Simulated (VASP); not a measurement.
# MgS (Pm-3m) in VASP: notebook

The runs below take MgS through single point, with r2SCAN.

Program: VASP 6.6.1. These are calculated values, not measurements. Logs are shortened: lines on timing, memory, paths and dates and some standing lists are left out, and cuts for length are marked.

### 1 The cell of the first run

Symmetry: Pm-3m, No. 221, cubic system. Conventional cell: a = 3.327 Å, b = 3.327 Å, c = 3.327 Å, α = 90.00°, β = 90.00°, γ = 90.00°. Mg (site symmetry m-3m) has 8 S at 2.88 Å and 6 Mg at 3.33 Å within 3.8 Å. S (site symmetry m-3m) has 8 Mg at 2.88 Å and 6 S at 3.33 Å within 3.8 Å.

### 2 Single point, r2SCAN (18.41 Å³/atom)

The input, POSCAR:

```
MgS
1.0
    3.3268104640      0.0000000000      0.0000000000
    0.0000000000      3.3268104640      0.0000000000
    0.0000000000      0.0000000000      3.3268104640
Mg S
1 1
Direct
    0.0000000000      0.0000000000      0.0000000000
    0.5000000000      0.5000000000      0.5000000000
```

The input, INCAR.step1:

```
PREC = Accurate
ENCUT = 920
ISMEAR = -1
SIGMA = 0.02
LREAL = False
LASPH = True
NELM = 120
NBANDS = 15
GGA = PE
ALGO = Normal
EDIFF = 1E-5
LWAVE = True
LCHARG = False
GGA_COMPAT = False
```

The input, INCAR.step2:

```
PREC = Accurate
ENCUT = 920
EDIFF = 1E-6
ISMEAR = -1
SIGMA = 0.02
LREAL = False
LASPH = True
NELM = 120
ALGO = Normal
ISIF = 2
LWAVE = False
LCHARG = False
METAGGA = R2SCAN
LMIXTAU = True
NBANDS = 15
ISTART = 1
GGA_COMPAT = False
```

The input, KPOINTS:

```
regular mesh
0
Gamma
  6 6 6
```

Potentials or basis: VASP PAW PBE potentials, release 64 (Mg_sv, S).

Run with:

```bash
$ cat potpaw_PBE.64/Mg_sv/POTCAR potpaw_PBE.64/S/POTCAR > POTCAR
$ cp INCAR.step1 INCAR
$ mpirun -np 1 vasp_std > vasp.out
$ cp INCAR.step2 INCAR
$ mpirun -np 1 vasp_std > vasp.out
```

OUTCAR:

```text
PREC = Accurate
   ENCUT = 920
   EDIFF = 1E-6
   ISMEAR = -1
   LREAL = False
   LASPH = True
   NELM = 120
   ISIF = 2
   METAGGA = R2SCAN
   ISTART = 1

 ion  position               nearest neighbor table
   1  0.000  0.000  0.000-
   2  0.500  0.500  0.500-

  LATTYP: Found a simple cubic cell.
 ALAT       =     3.3268104640

  Lattice vectors:

 A1 = (   3.3268104640,   0.0000000000,   0.0000000000)
 A2 = (   0.0000000000,   3.3268104640,   0.0000000000)
 A3 = (   0.0000000000,   0.0000000000,   3.3268104640)

Analysis of symmetry for initial positions (statically):
=====================================================================
 Subroutine PRICEL returns:
 Original cell was already a primitive cell.

 Routine SETGRP: Setting up the symmetry group for a
 simple cubic supercell.

 Subroutine GETGRP returns: Found 48 space group operations
 (whereof 48 operations were pure point group operations)
 out of a pool of 48 trial point group operations.

The static configuration has the point symmetry O_h .

Analysis of symmetry for dynamics (positions and initial velocities):
=====================================================================
 Subroutine PRICEL returns:
 Original cell was already a primitive cell.

 Routine SETGRP: Setting up the symmetry group for a
 simple cubic supercell.

 Subroutine GETGRP returns: Found 48 space group operations
 (whereof 48 operations were pure point group operations)
 out of a pool of 48 trial point group operations.

The dynamic configuration has the point symmetry O_h .

 Subroutine INISYM returns: Found 48 space group operations
 (whereof 48 operations are pure point group operations),
 and found     1 'primitive' translations

----------------------------------------------------------------------------------------

                                     Primitive cell

  volume of cell :      36.8200

  direct lattice vectors                    reciprocal lattice vectors
     3.326810464  0.000000000  0.000000000     0.300588209  0.000000000  0.000000000
     0.000000000  3.326810464  0.000000000     0.000000000  0.300588209  0.000000000
     0.000000000  0.000000000  3.326810464     0.000000000  0.000000000  0.300588209

  length of vectors
     3.326810464  3.326810464  3.326810464     0.300588209  0.300588209  0.300588209

  position of ions in fractional coordinates (direct lattice)
     0.000000000  0.000000000  0.000000000
     0.500000000  0.500000000  0.500000000

  ion indices of the primitive-cell ions
   primitive index   ion index
                 1           1
                 2           2

----------------------------------------------------------------------------------------

 KPOINTS: regular mesh

Automatic generation of k-mesh.
 Grid dimensions read from file:
 generate k-points for:    6    6    6

 Generating k-lattice:

  Cartesian coordinates                     Fractional coordinates (reciprocal lattice)
     0.050098035  0.000000000  0.000000000     0.166666667  0.000000000  0.000000000
     0.000000000  0.050098035  0.000000000     0.000000000  0.166666667  0.000000000
     0.000000000  0.000000000  0.050098035     0.000000000  0.000000000  0.166666667

  Length of vectors
     0.050098035  0.050098035  0.050098035

  Shift w.r.t. Gamma in fractional coordinates (k-lattice)
     0.000000000  0.000000000  0.000000000

 Subroutine IBZKPT returns following result:
 ===========================================

 Found     20 irreducible k-points:

 Following reciprocal coordinates:
            Coordinates               Weight
  0.000000  0.000000  0.000000      1.000000
  0.166667  0.000000  0.000000      6.000000
  0.333333  0.000000  0.000000      6.000000
  0.500000  0.000000  0.000000      3.000000
  0.166667  0.166667  0.000000     12.000000
  0.333333  0.166667  0.000000     24.000000
[... 12 lines left out ...]
  0.500000  0.500000  0.333333      6.000000
  0.500000  0.500000  0.500000      1.000000
   k-points           NKPTS =     20   k-points in BZ     NKDIM =     20   number of bands    NBANDS=     15
   number of dos      NEDOS =    301   number of ions     NIONS =      2
   total plane-waves  NPLWV =  46656
   dimension x,y,z NGX =    36 NGY =   36 NGZ =   36
   dimension x,y,z NGXF=    72 NGYF=   72 NGZF=   72
   ions per type =               1   1
   NGX,Y,Z   is equivalent  to a cutoff of  17.99, 17.99, 17.99 a.u.
   NGXF,Y,Z  is equivalent  to a cutoff of  35.98, 35.98, 35.98 a.u.
 SYSTEM =  unknown system
   PREC   = accura    normal or accurate (medium, high low for compatibility)
   ISTART =      1    job   : 0-new  1-cont  2-samecut
   ICHARG =      0    charge: 1-file 2-atom 10-const
   ISPIN  =      1    spin polarized calculation?
   LNONCOLLINEAR =      F non collinear calculations
   LSORBIT =      F    spin-orbit coupling
   LASPH  =      T    aspherical Exc in radial PAW
   ENCUT  =  920.0 eV  67.62 Ry    8.22 a.u.   8.23  8.23  8.23*2*pi/ulx,y,z
   NELM   =    120;   NELMIN=  2; NELMDL=  0     # of ELM steps
   EDIFF  = 0.1E-05   stopping-criterion for ELM
   LREAL  =      F    real-space projection
   EDIFFG = 0.1E-04   stopping-criterion for IOM
   NSW    =      0    number of steps for IOM
   IBRION =     -1    ionic relax: 0-MD 1-quasi-New 2-CG
   NFREE  =      0    steps in history (QN), initial steepest desc. (CG)
   ISIF   =      2    stress and relaxation
   ISYM   =      2    0-nonsym 1-usesym 2-fastsym
   POTIM  = 0.5000    time-step for ionic-motion
   TEBEG  =    0.0;   TEEND  =   0.0 temperature during run
   PSTRESS=    0.0 pullay stress
   NELECT =      16.0000    total number of electrons
   NUPDOWN=      -1.0000    fix difference up-down
   EMIN   =  10.00;   EMAX   =-10.00  energy-range for DOS
   EFERMI =   0.00;   METHOD = LEGACY
   ISMEAR =    -1;   SIGMA  =   0.02  broadening in eV -4-tet -1-fermi 0-gaus
   EFERMI_NEDOS =   21; number of points for ismear=-14 and -15
   IALGO  =     38    algorithm
   IMIX   =      4    mixing-type and parameters
     AMIX     =   0.40;   BMIX     =  1.00
     AMIX_MAG =   1.60;   BMIX_MAG =  1.00
  volume/ion in A,a.u.               =      18.41       124.24
  Fermi-wavevector in a.u.,A,eV,Ry     =   1.239995  2.343252 20.920165  1.537589
  Thomas-Fermi vector in A             =   2.374455
   LORBIT       =      0    0 simple, 1 ext, 2 COOP (PROOUT), +10 PAW based schemes
   METAGGA = R2SCAN    functional components
   LHFCALC =     F    Hartree Fock is set to
   AEXX    =    0.0000 exact exchange contribution
   IVDW    =     0    specifies the selected vdW correction
   LEPSILON=     F    determine dielectric tensor
   LRPA    =     F    only Hartree local field effects (RPA)
 non-spin polarized calculation
  energy-cutoff  :      920.00
  volume of cell :       36.82
 maximum number of plane-waves:      2360
 NGX is ok and might be reduce to    36
   NGX = 17   NGY = 17   NGZ = 17

 number of electron      15.9999995 magnetization

 Free energy of the ion-electron system (eV)
  ---------------------------------------------------
  ext. energy  EPLUGINS =         0.00000000
  ---------------------------------------------------
  free energy    TOTEN  =       -14.10556127 eV

  energy without entropy =      -14.10488608  energy(sigma->0) =      -14.10522368

 E-fermi :   4.8093     XC(G=0): -10.2301

 val. band max:        4.7919814860   @ k =   0.5000   0.5000   0.0000
 cond. band min:       4.8266994704   @ k =   0.5000   0.5000   0.0000
 fundamental gap:      0.0347179845
 Fermi energy:         4.8093447019

 k-point     1 :       0.0000    0.0000    0.0000
  band No.  band energies     occupation
      1     -75.3600      2.00000
      2     -40.4591      2.00000
      3     -40.4591      2.00000
      4     -40.4591      2.00000
      5      -9.5376      2.00000
      6       3.3600      2.00000
      7       3.3600      2.00000
      8       3.3600      2.00000
      9       5.9523      0.00000
     10       9.7148      0.00000
     11       9.7148      0.00000
     12      17.6978      0.00000
     13      17.6978      0.00000
     14      17.6978      0.00000
     15      18.3866      0.00000

 k-point     2 :       0.1667    0.0000    0.0000
  band No.  band energies     occupation
      1     -75.3600      2.00000
      2     -40.4613      2.00000
      3     -40.4589      2.00000
      4     -40.4589      2.00000
      5      -9.3129      2.00000
      6       1.4725      2.00000
      7       3.5205      2.00000
      8       3.5205      2.00000
      9       7.0021      0.00000
     10      10.0898      0.00000
     11      11.1765      0.00000
     12      15.4449      0.00000
     13      15.4449      0.00000
     14      16.8831      0.00000
     15      18.6949      0.00000

 k-point     3 :       0.3333    0.0000    0.0000
  band No.  band energies     occupation
      1     -75.3597      2.00000
      2     -40.4659      2.00000
      3     -40.4585      2.00000
      4     -40.4585      2.00000
      5      -8.7778      2.00000
      6      -0.7948      2.00000
      7       3.8827      2.00000
      8       3.8827      2.00000
      9       8.1843      0.00000
     10      11.1914      0.00000
     11      12.1434      0.00000
     12      13.3513      0.00000
     13      13.3513      0.00000
     14      16.0097      0.00000
     15      18.0922      0.00000
[... 271 lines left out ...]
 k-point    19 :       0.5000    0.5000    0.3333
  band No.  band energies     occupation
      1     -75.3589      2.00000
      2     -40.4664      2.00000
      3     -40.4664      2.00000
      4     -40.4640      2.00000
      5      -6.9467      2.00000
      6       0.6256      2.00000
      7       0.6256      2.00000
      8       1.7899      2.00000
      9       6.0954      0.00000
     10       7.9020      0.00000
     11       7.9020      0.00000
     12      12.0008      0.00000
     13      18.6162      0.00000
     14      20.5800      0.00000
     15      20.5800      0.00000

 k-point    20 :       0.5000    0.5000    0.5000
  band No.  band energies     occupation
      1     -75.3588      2.00000
      2     -40.4661      2.00000
      3     -40.4661      2.00000
      4     -40.4661      2.00000
      5      -6.7042      2.00000
      6       1.0106      2.00000
      7       1.0106      2.00000
      8       1.0106      2.00000
      9       6.8411      0.00000
     10       6.8411      0.00000
     11       6.8411      0.00000
     12      10.5893      0.00000
     13      21.6980      0.00000
     14      21.6980      0.00000
     15      21.6980      0.00000

------------------------ aborting loop because EDIFF is reached ----------------------------------------

  FORCE on cell =-STRESS in cart. coord.  units (eV):
  Direction    XX          YY          ZZ          XY          YZ          ZX
  --------------------------------------------------------------------------------------
  -------------------------------------------------------------------------------------
  Total       -0.9116057     -0.9116057     -0.9116057      0.0000000      0.0000000      0.0000000
  in kB      -39.6673734    -39.6673734    -39.6673734      0.0000000      0.0000000      0.0000000
  external PRESSURE =     -39.6673734 kB  Pullay stress =       0.0000000 kB

 VOLUME and BASIS-vectors are now :
 -----------------------------------------------------------------------------
  energy-cutoff  :      920.00
  volume of cell :       36.82
      direct lattice vectors                 reciprocal lattice vectors
     3.326810464  0.000000000  0.000000000     0.300588209  0.000000000  0.000000000
     0.000000000  3.326810464  0.000000000     0.000000000  0.300588209  0.000000000
     0.000000000  0.000000000  3.326810464     0.000000000  0.000000000  0.300588209

 POSITION                                       TOTAL-FORCE (eV/Angst)
 -----------------------------------------------------------------------------------
      0.00000      0.00000      0.00000         0.000000      0.000000      0.000000
      1.66341      1.66341      1.66341         0.000000      0.000000      0.000000
 -----------------------------------------------------------------------------------
    total drift:                                0.000000      0.000000      0.000000

  FREE ENERGIE OF THE ION-ELECTRON SYSTEM (eV)
  ---------------------------------------------------
  free  energy   TOTEN  =       -14.1055612734 eV

  energy  without entropy=      -14.1048860773  energy(sigma->0) =      -14.10522368
```

It took 65 s on 1 thread of Intel Xeon Platinum 8488C (Sapphire Rapids), shared host; peak memory 0.22 GiB.

Results:

```yaml
Free_energy: -14.1056 eV
Pressure: -4.0 GPa
Band_gap_on_the_k_mesh: 0.03 eV
```

Caveat: the cell stands under tension; the structure was generated, so it needn't be the stable form of MgS; semilocal functionals underestimate gaps, and a narrow one can read as zero; the PAW data sets were made with another functional, which shifts forces and pressure a little. A k mesh can miss the band edges.

### 3 Single point, r2SCAN (16.85 Å³/atom)

This run uses another cell than the first one, of 16.85 Å³/atom.

The input, POSCAR:

```
MgS
1.0
    3.2298574006      0.0000000000      0.0000000000
    0.0000000000      3.2298574006      0.0000000000
    0.0000000000      0.0000000000      3.2298574006
Mg S
1 1
Direct
    0.0000000000      0.0000000000      0.0000000000
    0.5000000000      0.5000000000      0.5000000000
```

The input, INCAR.step1:

```
SYSTEM = MgS
ALGO = Normal ; EDIFF = 1E-5
ENCUT = 920 ; GGA = PE
GGA_COMPAT = .FALSE. ; ISMEAR = -1
LASPH = .TRUE. ; LCHARG = .FALSE.
LREAL = .FALSE. ; LWAVE = .TRUE.
NBANDS = 15 ; NELM = 120
PREC = Accurate ; SIGMA = 0.02
```

The input, INCAR.step2:

```
SYSTEM = MgS
ALGO = Normal ; EDIFF = 1E-6
ENCUT = 920 ; GGA_COMPAT = .FALSE.
ISIF = 2 ; ISMEAR = -1
ISTART = 1 ; LASPH = .TRUE.
LCHARG = .FALSE. ; LMIXTAU = .TRUE.
LREAL = .FALSE. ; LWAVE = .FALSE.
METAGGA = R2SCAN ; NBANDS = 15
NELM = 120 ; PREC = Accurate
SIGMA = 0.02
```

The input, KPOINTS:

```
k-points
0
G
  6 6 6
  0 0 0
```

Potentials or basis: VASP PAW PBE potentials, release 64 (Mg_sv, S).

Run with:

```bash
$ cat potpaw_PBE.64/Mg_sv/POTCAR potpaw_PBE.64/S/POTCAR > POTCAR
$ cp INCAR.step1 INCAR
$ mpirun -np 1 vasp_std > vasp.out
$ cp INCAR.step2 INCAR
$ mpirun -np 1 vasp_std > vasp.out
```

Run time: 45 s. Hardware: 1 thread of AMD EPYC 9R45 (Zen 5), shared host; peak memory 0.16 GiB.

It converged, with:

```
Free energy            : -14.1272 eV
Pressure               : 2.4 GPa
Band gap on the k mesh : 0.17 eV
```

Levels at points of the mesh, in eV from the valence-band top:
```
           k point  band 4  band 5  band 6  band 7  band 8  band 9  band 10  band 11  band 12  band 13
(0.00, 0.00, 0.00)  -44.98  -14.85   -1.45   -1.45   -1.45    1.84     4.78     4.78    13.99    13.99
(0.50, 0.00, 0.00)  -44.98  -13.57   -7.04   -0.64   -0.64    4.72     7.46     7.63     8.01     8.01
(0.50, 0.50, 0.00)  -44.98  -12.50   -5.40   -5.40    0.00    0.17     8.35     9.56     9.56     9.56
(0.50, 0.50, 0.50)  -44.99  -11.48   -4.10   -4.10   -4.10    1.98     1.98     1.98     6.54    18.18
```

Caveat: the structure was generated, so it needn't be the stable form of MgS; semilocal functionals underestimate gaps, and a narrow one can read as zero; the PAW data sets were made with another functional, which shifts forces and pressure a little.

### 4 Single point, r2SCAN (16.33 Å³/atom)

This run uses another cell than the first one, of 16.33 Å³/atom.

The input, POSCAR:

```
MgS
1.0
    3.1962106058      0.0000000000      0.0000000000
    0.0000000000      3.1962106058      0.0000000000
    0.0000000000      0.0000000000      3.1962106058
Mg S
1 1
Direct
    0.0000000000      0.0000000000      0.0000000000
    0.5000000000      0.5000000000      0.5000000000
```

The input, INCAR.step1:

```
SYSTEM = MgS
PREC     = Accurate       ! precision mode
ENCUT    = 920            ! plane-wave cutoff, eV
ISMEAR   = -1             ! smearing method
SIGMA    = 0.02           ! smearing width, eV
LREAL    = .FALSE.        ! projectors in reciprocal space
LASPH    = .TRUE.         ! aspherical terms in the spheres
NELM     = 120            ! most SCF steps
NBANDS   = 15             ! bands
GGA      = PE             ! functional
ALGO     = Normal         ! electronic algorithm
EDIFF    = 1E-5           ! SCF threshold, eV
LWAVE    = .TRUE.         ! write WAVECAR
LCHARG   = .FALSE.        ! write CHGCAR
GGA_COMPAT= .FALSE.
```

The input, INCAR.step2:

```
SYSTEM = MgS
PREC     = Accurate       ! precision mode
ENCUT    = 920            ! plane-wave cutoff, eV
EDIFF    = 1E-6           ! SCF threshold, eV
ISMEAR   = -1             ! smearing method
SIGMA    = 0.02           ! smearing width, eV
LREAL    = .FALSE.        ! projectors in reciprocal space
LASPH    = .TRUE.         ! aspherical terms in the spheres
NELM     = 120            ! most SCF steps
ALGO     = Normal         ! electronic algorithm
ISIF     = 2              ! what is computed and relaxed
LWAVE    = .FALSE.        ! write WAVECAR
LCHARG   = .FALSE.        ! write CHGCAR
METAGGA  = R2SCAN         ! meta-GGA
LMIXTAU  = .TRUE.       
NBANDS   = 15             ! bands
ISTART   = 1            
GGA_COMPAT= .FALSE.
```

The input, KPOINTS:

```
Automatic mesh
0
G
  6 6 6
  0 0 0
```

Run with:

```bash
$ cat potpaw_PBE.64/Mg_sv/POTCAR potpaw_PBE.64/S/POTCAR > POTCAR
$ cp INCAR.step1 INCAR
$ mpirun -np 1 vasp_std > vasp.out
$ cp INCAR.step2 INCAR
$ mpirun -np 1 vasp_std > vasp.out
```

Run time: 42 s. Hardware: 1 thread of AMD EPYC 9R45 (Zen 5), shared host; peak memory 0.15 GiB.

The run converged. Its results:

* Free energy: -14.1016 eV
* Pressure: 5.4 GPa
* Band gap on the k mesh: 0.24 eV (least direct gap 0.26 eV)

Levels at points of the mesh, in eV from the valence-band top:
| k point | band 5 | band 6 | band 7 | band 8 | band 9 | band 10 | band 11 | band 12 |
| --- | --- | --- | --- | --- | --- | --- | --- | --- |
| (0.00, 0.00, 0.00) | -15.04 | -1.44 | -1.44 | -1.44 | 2.11 | 4.72 | 4.72 | 14.17 |
| (0.50, 0.00, 0.00) | -13.68 | -7.22 | -0.61 | -0.61 | 4.91 | 7.61 | 7.78 | 8.11 |
| (0.50, 0.50, 0.00) | -12.54 | -5.54 | -5.54 | -0.02 | 0.24 | 8.47 | 9.61 | 9.61 |
| (0.50, 0.50, 0.50) | -11.45 | -4.22 | -4.22 | -4.22 | 1.96 | 1.96 | 1.96 | 6.81 |

Caveat: the cell stands under pressure; the structure was generated, so it needn't be the stable form of MgS; semilocal functionals underestimate gaps, and a narrow one can read as zero; the PAW data sets were made with another functional, which shifts forces and pressure a little. A k mesh can miss the band edges.

### 5 The runs side by side

```tsv
cell	gap on the mesh (eV)	pressure (GPa)
a = 3.327 Å, 2 atoms	0.03	-4.0
a = 3.230 Å, 2 atoms	0.17	2.4
a = 3.196 Å, 2 atoms	0.24	5.4
```

Alike in all rows: task single point; level r2SCAN; potentials or basis VASP PAW PBE potentials, release 64 (Mg_sv, S); no spin polarisation; k mesh 6 × 6 × 6; cutoff (eV) 920; smearing fermi-dirac 0.02 eV.

Caveats: the structure was generated, so it needn't be the stable form of MgS; semilocal functionals underestimate gaps, and a narrow one can read as zero; the PAW data sets were made with another functional, which shifts forces and pressure a little; the cell stands under tension (at least some runs); the cell stands under pressure (at least some runs).

Absolute energies hang on the potentials; compare differences alone.
